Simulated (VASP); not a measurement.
ZnS: single point with r2SCAN

The system is ZnS.

```
Zn S
1.0
     5.38903    0.00000    0.00000
     0.00000   -5.38903    0.00000
     0.00000    0.00000   -5.38903
Zn S
4 4
Direct
  0.94686 0.94686 0.00000
  0.50000 0.50000 0.00000
  0.50000 0.00000 0.50000
  0.00000 0.50000 0.50000
  0.75000 0.75000 0.75000
  0.25000 0.25000 0.75000
  0.25000 0.75000 0.25000
  0.75000 0.25000 0.25000
```

This cell differs from its parent crystal: atom 1 (Zn) moved +0.405 Å towards its neighbour atom 2 (Zn) at 3.811 Å.

```json
{
  "Program": "VASP 6.6.1",
  "Task": "single point",
  "Functional": "r2SCAN",
  "Potentials or basis": "VASP PAW PBE potentials, release 64 (Zn, S)",
  "Cutoff": "520 eV",
  "k mesh": "4 × 4 × 4",
  "Occupations": "gaussian, width 0.05 eV",
  "Spin": "no spin polarisation"
}
```

| Property | Result |
| --- | --- |
| Pressure | 1.7 GPa |
| Largest force | 4.151 eV/Å |
| Band gap on the k mesh | 2.49 eV, direct |

Forces on the atoms (eV/Å):
```
Zn   2.499 -2.499 -2.176
Zn  -0.360  0.360  0.025
Zn  -0.348 -0.421 -0.014
Zn   0.421  0.348 -0.014
S   -1.788  1.788  2.209
S   -0.301  0.301 -0.250
S   -0.181 -0.059  0.110
S    0.059  0.181  0.110
```

Stress tensor (GPa, compression positive):
```
 1.26 -1.83 -2.31
-1.83  1.26  2.31
-2.31  2.31  2.72
```

Levels at points of the mesh, in eV from the valence-band top:
| k point | band 34 | band 35 | band 36 | band 37 | band 38 | band 39 |
| --- | --- | --- | --- | --- | --- | --- |
| (0.00, 0.00, 0.00) | -0.17 | -0.05 | 0.00 | 2.49 | 3.16 | 3.60 |
| (0.50, 0.00, 0.00) | -1.57 | -1.17 | -1.04 | 4.41 | 4.72 | 5.04 |
| (0.00, 0.00, 0.50) | -1.36 | -1.34 | -1.15 | 4.53 | 4.86 | 4.94 |
| (0.50, 0.50, 0.00) | -1.02 | -0.87 | -0.83 | 5.21 | 5.25 | 5.26 |
| (0.00, 0.50, 0.50) | -1.14 | -0.89 | -0.67 | 4.95 | 5.15 | 5.40 |
| (0.50, 0.50, 0.50) | -0.83 | -0.81 | -0.50 | 3.58 | 3.66 | 3.74 |

Wall time 6.4 min on 1 thread of AMD EPYC 9R45 96-Core Processor (Zen 5), on a shared host, peak memory 0.3 GiB.

Caveat: the cell differs from its parent crystal (atom 1 (Zn) moved +0.405 Å towards its neighbour atom 2 (Zn) at 3.811 Å); the PAW data sets were made with another functional, which shifts forces and pressure a little.
